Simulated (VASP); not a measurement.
# PbS in VASP: single point with PBE

Aim: the single point of PbS with PBE.

Program: VASP 6.6.1. These are calculated values, not measurements. Logs are shortened: lines on timing, memory, paths and dates and some standing lists are left out, and cuts for length are marked.

### Step 1. The cell of the first run

The typed cell holds 4 atoms: a = 4.249 Å, b = 4.249 Å, c = 6.009 Å, α = 90.00°, β = 90.01°, γ = 90.00°.

### Step 2. Single point, PBE

The input, INCAR:

```
SYSTEM = PbS
PREC = Accurate
ENCUT = 520
EDIFF = 1E-7
ISMEAR = 0
SIGMA = 0.02
LREAL = .False.
LASPH = .True.
NELM = 60
ALGO = Normal
ISIF = 2
LWAVE = .False.
LCHARG = .True.
GGA = PE
LELF = .True.
LVHAR = .True.
NBANDS = 28
```

The input, KPOINTS:

```
regular mesh
0
Gamma
  8 8 6
  0 0 0
```

The input, POSCAR:

```
PbS
1.0
    4.2077174768      0.0994452876      0.5794056975
   -0.1075558366      4.2473519141      0.0514303816
   -0.8186285715     -0.0930016538      5.9526587909
Pb S
2 2
Direct
    0.7499421415      0.7500024002      0.7500063300
    0.2500578585      0.2499975998      0.2499936700
    0.2500075071      0.2500001520      0.7500094742
    0.7499924929      0.7499998480      0.2499905258
```

Potentials or basis: VASP PAW PBE potentials, release 64 (Pb_d, S).

Command:

```console
$ cat potpaw_PBE.64/Pb_d/POTCAR potpaw_PBE.64/S/POTCAR > POTCAR
$ mpirun -np 1 vasp_std > vasp.out
```

OUTCAR:

```text
SYSTEM = PbS
   PREC = Accurate
   ENCUT = 520
   EDIFF = 1E-7
   ISMEAR = 0
   LREAL = .False.
   LASPH = .True.
   NELM = 60
   ISIF = 2
   GGA = PE

 ion  position               nearest neighbor table
   1  0.750  0.750  0.750-   3 3.00   3 3.00   3 3.00   3 3.00   4 3.00   4 3.00
   2  0.250  0.250  0.250-   4 3.00   4 3.00   4 3.00   4 3.00   3 3.00   3 3.00
   3  0.250  0.250  0.750-   1 3.00   1 3.00   1 3.00   1 3.00   2 3.00   2 3.00
   4  0.750  0.750  0.250-   2 3.00   2 3.00   2 3.00   2 3.00   1 3.00   1 3.00

  LATTYP: Found a triclinic cell.
 ALAT       =     8.4976729708
 B/A-ratio  =     0.5000221590
 C/A-ratio  =     0.4999705742
 COS(alpha) =     0.0000214036
 COS(beta)  =     0.4998482711
 COS(gamma) =     0.5000554309

  Lattice vectors:

 A1 = (   3.4966447419,  -4.2409082803,   6.4806341068)
 A2 = (   0.1075558366,  -4.2473519141,  -0.0514303816)
 A3 = (   4.2077174768,   0.0994452876,   0.5794056975)

Analysis of symmetry for initial positions (statically):
=====================================================================
 Subroutine PRICEL returns:
 Original cell was already a primitive cell.

 Routine SETGRP: Setting up the symmetry group for a
 triclinic supercell.

 Subroutine GETGRP returns: Found  2 space group operations
 (whereof  2 operations were pure point group operations)
 out of a pool of  2 trial point group operations.

The static configuration has the point symmetry S_2 .

Analysis of symmetry for dynamics (positions and initial velocities):
=====================================================================
 Subroutine PRICEL returns:
 Original cell was already a primitive cell.

 Routine SETGRP: Setting up the symmetry group for a
 triclinic supercell.

 Subroutine GETGRP returns: Found  2 space group operations
 (whereof  2 operations were pure point group operations)
 out of a pool of  2 trial point group operations.

The dynamic configuration has the point symmetry S_2 .

 Subroutine INISYM returns: Found  2 space group operations
 (whereof  2 operations are pure point group operations),
 and found     1 'primitive' translations

----------------------------------------------------------------------------------------

                                     Primitive cell

  volume of cell :     108.4839

  direct lattice vectors                    reciprocal lattice vectors
     4.207717477  0.099445288  0.579405698     0.233102107  0.005513638  0.032143086
    -0.107555837  4.247351914  0.051430382    -0.005953415  0.235255465  0.002856793
    -0.818628572 -0.093001654  5.952658791    -0.022637700 -0.002569257  0.164838809

  length of vectors
     4.248586435  4.249024785  6.009405023     0.235372408  0.235348121  0.166405828

  position of ions in fractional coordinates (direct lattice)
     0.749942142  0.750002400  0.750006330
     0.250057858  0.249997600  0.249993670
     0.250007507  0.250000152  0.750009474
     0.749992493  0.749999848  0.249990526

  ion indices of the primitive-cell ions
   primitive index   ion index
                 1           1
                 2           2
                 3           3
                 4           4

----------------------------------------------------------------------------------------

 KPOINTS: regular mesh

Automatic generation of k-mesh.
 Grid dimensions read from file:
 generate k-points for:    8    8    6

 Generating k-lattice:

  Cartesian coordinates                     Fractional coordinates (reciprocal lattice)
     0.029137763  0.000689205  0.004017886     0.125000000 -0.000000000  0.000000000
    -0.000744177  0.029406933  0.000357099    -0.000000000  0.125000000  0.000000000
    -0.003772950 -0.000428210  0.027473135     0.000000000  0.000000000  0.166666667

  Length of vectors
     0.029421551  0.029418515  0.027734305

  Shift w.r.t. Gamma in fractional coordinates (k-lattice)
     0.000000000  0.000000000  0.000000000

 Subroutine IBZKPT returns following result:
 ===========================================

 Found    196 irreducible k-points:

 Following reciprocal coordinates:
            Coordinates               Weight
  0.000000  0.000000  0.000000      1.000000
  0.125000  0.000000  0.000000      2.000000
  0.250000  0.000000  0.000000      2.000000
  0.375000  0.000000  0.000000      2.000000
  0.500000  0.000000  0.000000      1.000000
  0.000000  0.125000  0.000000      2.000000
[... 16 lines left out ...]
  0.125000  0.375000  0.000000      2.000000
 -0.125000  0.375000  0.000000      2.000000
 [... further k-points ...]
   k-points           NKPTS =    196   k-points in BZ     NKDIM =    196   number of bands    NBANDS=     28
   number of dos      NEDOS =    301   number of ions     NIONS =      4
   total plane-waves  NPLWV =  49152
   dimension x,y,z NGX =    32 NGY =   32 NGZ =   48
   dimension x,y,z NGXF=    64 NGYF=   64 NGZF=   96
   ions per type =               2   2
   NGX,Y,Z   is equivalent  to a cutoff of  12.52, 12.52, 13.28 a.u.
   NGXF,Y,Z  is equivalent  to a cutoff of  25.04, 25.04, 26.56 a.u.
 SYSTEM =  PbS
   PREC   = accura    normal or accurate (medium, high low for compatibility)
   ISTART =      0    job   : 0-new  1-cont  2-samecut
   ICHARG =      2    charge: 1-file 2-atom 10-const
   ISPIN  =      1    spin polarized calculation?
   LNONCOLLINEAR =      F non collinear calculations
   LSORBIT =      F    spin-orbit coupling
   LASPH  =      T    aspherical Exc in radial PAW
   ENCUT  =  520.0 eV  38.22 Ry    6.18 a.u.   7.90  7.90 11.17*2*pi/ulx,y,z
   NELM   =     60;   NELMIN=  2; NELMDL= -5     # of ELM steps
   EDIFF  = 0.1E-06   stopping-criterion for ELM
   LREAL  =      F    real-space projection
   EDIFFG = 0.1E-05   stopping-criterion for IOM
   NSW    =      0    number of steps for IOM
   IBRION =     -1    ionic relax: 0-MD 1-quasi-New 2-CG
   NFREE  =      0    steps in history (QN), initial steepest desc. (CG)
   ISIF   =      2    stress and relaxation
   ISYM   =      2    0-nonsym 1-usesym 2-fastsym
   POTIM  = 0.5000    time-step for ionic-motion
   TEBEG  =    0.0;   TEEND  =   0.0 temperature during run
   PSTRESS=    0.0 pullay stress
   NELECT =      40.0000    total number of electrons
   NUPDOWN=      -1.0000    fix difference up-down
   EMIN   =  10.00;   EMAX   =-10.00  energy-range for DOS
   EFERMI =   0.00;   METHOD = LEGACY
   ISMEAR =     0;   SIGMA  =   0.02  broadening in eV -4-tet -1-fermi 0-gaus
   EFERMI_NEDOS =   21; number of points for ismear=-14 and -15
   IALGO  =     38    algorithm
   IMIX   =      4    mixing-type and parameters
     AMIX     =   0.40;   BMIX     =  1.00
     AMIX_MAG =   1.60;   BMIX_MAG =  1.00
  volume/ion in A,a.u.               =      27.12       183.02
  Fermi-wavevector in a.u.,A,eV,Ry     =   1.173923  2.218394 18.750137  1.378096
  Thomas-Fermi vector in A             =   2.310329
   LORBIT       =      0    0 simple, 1 ext, 2 COOP (PROOUT), +10 PAW based schemes
   GGA     = PE    functional components
   LHFCALC =     F    Hartree Fock is set to
   AEXX    =    0.0000 exact exchange contribution
   IVDW    =     0    specifies the selected vdW correction
   LEPSILON=     F    determine dielectric tensor
   LRPA    =     F    only Hartree local field effects (RPA)
 non-spin polarized calculation
 Gauss-broadening in eV      SIGMA  =   0.02
  energy-cutoff  :      520.00
  volume of cell :      108.48
 maximum number of plane-waves:      2952
   NGX = 15   NGY = 15   NGZ = 23

 number of electron      40.0000011 magnetization

 Free energy of the ion-electron system (eV)
  ---------------------------------------------------
  ext. energy  EPLUGINS =         0.00000000
  ---------------------------------------------------
  free energy    TOTEN  =       -17.53892651 eV

  energy without entropy =      -17.53892651  energy(sigma->0) =      -17.53892651

 E-fermi :   5.4078     XC(G=0):  -9.5002

 val. band max:        5.2814228811   @ k =   0.5000  -0.0000   0.5000
 cond. band min:       5.7795279104   @ k =   0.5000  -0.0000   0.5000
 fundamental gap:      0.4981050293
 Fermi energy:         5.4077750560

 k-point     1 :       0.0000    0.0000    0.0000
  band No.  band energies     occupation
      1     -11.5542      2.00000
      2     -11.4676      2.00000
      3     -11.4463      2.00000
      4     -11.4463      2.00000
      5     -11.4462      2.00000
      6     -11.4290      2.00000
[... 20 lines left out ...]
     27      10.8564      0.00000
     28      12.1478      0.00000

 k-point     2 :       0.1250    0.0000    0.0000
  band No.  band energies     occupation
      1     -11.5450      2.00000
      2     -11.4623      2.00000
      3     -11.4462      2.00000
      4     -11.4441      2.00000
      5     -11.4431      2.00000
      6     -11.4315      2.00000
[... 20 lines left out ...]
     27      10.8156      0.00000
     28      12.1086      0.00000

 k-point     3 :       0.2500    0.0000    0.0000
  band No.  band energies     occupation
      1     -11.5216      2.00000
      2     -11.4483      2.00000
      3     -11.4453      2.00000
      4     -11.4429      2.00000
      5     -11.4380      2.00000
      6     -11.4377      2.00000
[... 20 lines left out ...]
     27      11.5741      0.00000
     28      12.3996      0.00000

 k-point     4 :       0.3750    0.0000    0.0000
  band No.  band energies     occupation
      1     -11.4936      2.00000
      2     -11.4521      2.00000
      3     -11.4428      2.00000
      4     -11.4416      2.00000
      5     -11.4345      2.00000
      6     -11.4308      2.00000
[... 578 lines left out ...]
     27      13.0165      0.00000
     28      13.0481      0.00000

 k-point    23 :       0.1250    0.3750    0.0000
  band No.  band energies     occupation
      1     -11.4997      2.00000
      2     -11.4683      2.00000
      3     -11.4492      2.00000
      4     -11.4366      2.00000
      5     -11.4352      2.00000
      6     -11.4312      2.00000
[... 20 lines left out ...]
     27      11.6727      0.00000
     28      13.4572      0.00000

 k-point    24 :      -0.1250    0.3750    0.0000
  band No.  band energies     occupation
      1     -11.4997      2.00000
      2     -11.4683      2.00000
      3     -11.4492      2.00000
      4     -11.4366      2.00000
      5     -11.4352      2.00000
      6     -11.4312      2.00000
[... 20 lines left out ...]
     27      11.6728      0.00000
     28      13.4592      0.00000

 [... further k-points ...]
[... 5 lines left out ...]
  --------------------------------------------------------------------------------------
  -------------------------------------------------------------------------------------
  Total       -0.0480314     -0.0502441     -0.0386682      0.0007606      0.0004382      0.0013590
  in kB       -0.7093671     -0.7420457     -0.5710825      0.0112328      0.0064712      0.0200707
  external PRESSURE =      -0.6741651 kB  Pullay stress =       0.0000000 kB

 VOLUME and BASIS-vectors are now :
 -----------------------------------------------------------------------------
  energy-cutoff  :      520.00
  volume of cell :      108.48
      direct lattice vectors                 reciprocal lattice vectors
     4.207717477  0.099445288  0.579405698     0.233102107  0.005513638  0.032143086
    -0.107555837  4.247351914  0.051430382    -0.005953415  0.235255465  0.002856793
    -0.818628572 -0.093001654  5.952658791    -0.022637700 -0.002569257  0.164838809

 POSITION                                       TOTAL-FORCE (eV/Angst)
 -----------------------------------------------------------------------------------
      2.46090      3.19035      4.93763         0.000250     -0.000004     -0.000005
      0.82063      1.06345      1.64587        -0.000250      0.000004      0.000005
      0.41109      1.01695      4.62226        -0.000007     -0.000001     -0.000044
      2.87044      3.23685      1.96123         0.000007      0.000001      0.000044
 -----------------------------------------------------------------------------------
    total drift:                                0.000000      0.000000     -0.000000

  FREE ENERGIE OF THE ION-ELECTRON SYSTEM (eV)
  ---------------------------------------------------
  free  energy   TOTEN  =       -17.5389265076 eV

  energy  without entropy=      -17.5389265076  energy(sigma->0) =      -17.53892651
```

Run time: 3.9 min. Hardware: 1 thread of Intel Xeon Platinum 8488C (Sapphire Rapids), shared host; peak memory 0.57 GiB.

Results:

```yaml
Free_energy: -17.5389 eV
Pressure: -0.1 GPa
Band_gap_on_the_k_mesh: 0.50 eV
```

Caveat: spin-orbit coupling is left out, which moves the levels of the heavy elements. A k mesh can miss the band edges.
